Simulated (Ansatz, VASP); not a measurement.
# Ir in VASP and in Ansatz

```
CELL_PARAMETERS angstrom
2.74486 0.00000 0.00000
-1.37243 2.37712 0.00000
0.00000 0.00000 4.44668
ATOMIC_POSITIONS crystal
Ir 0.29333 0.64667 0.22000
Ir 0.70667 0.35333 0.78000
```

Change from the starting cell: shortest bond scaled by 0.88, LAPW.

Alike in both runs: task single point; functional PBEsol; k mesh 13 × 13 × 7; occupations fermi-dirac, width 0.05 eV; no spin polarisation.

|  | VASP | Ansatz |
| --- | --- | --- |
| version | VASP 6.6.1 | Ansatz 0.2.0 |
| potentials or method | VASP PAW PBE potentials, release 64 (Ir), cutoff 520 eV | all-electron LAPW, scalar-relativistic |

```csv
,VASP,Ansatz,Ansatz less VASP
pressure (GPa),7.1,6.0,-1.13
"traceless stress, the component that is largest in VASP (GPa)",12.00,11.95,-0.053
rms of the force components (eV/Å),2.384,2.340,-0.0436
```

VASP's potentials were made for PBE, not for PBEsol. Atom by atom the forces differ by 0.045 eV/Å (rms over components). Ansatz ran all-electron here, and VASP with PAW potentials.

Spin-orbit coupling is off throughout.
